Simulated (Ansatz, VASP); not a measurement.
Two plane-wave programs on GaAs

```
Ga As
1.0
     4.24976    0.00000    0.00000
    -2.12488    3.68040    0.00000
     0.00000    0.00000    5.77324
Ga As
2 2
Direct
  0.33333 0.66667 0.25000
  0.66667 0.33333 0.75000
  0.66667 0.33333 0.25000
  0.33333 0.66667 0.75000
```

Alike in both runs: task single point; functional PBEsol; k mesh 6 × 6 × 4; occupations methfessel-paxton of order 1, width 0.2 eV; no spin polarisation.

|  | VASP | Ansatz |
| --- | --- | --- |
| version | VASP 6.6.1 | Ansatz 0.2.0 |
| potentials or method | VASP PAW PBE potentials, release 64 (Ga_d, As) | plane waves |
| plane-wave cutoff (eV) | 520 | 420 |
| valence electrons in the cell | 36 | 56 |

```csv
,VASP,Ansatz,Ansatz less VASP
pressure (GPa),-0.5,-0.6,-0.16
"traceless stress, the component that is largest in VASP (GPa)",-1.35,-1.31,+0.038
```

VASP's potentials were made for PBE, not for PBEsol. VASP's potentials hold 36 valence electrons a cell and Ansatz's 56, so a difference there can come from the potentials and not from the codes.
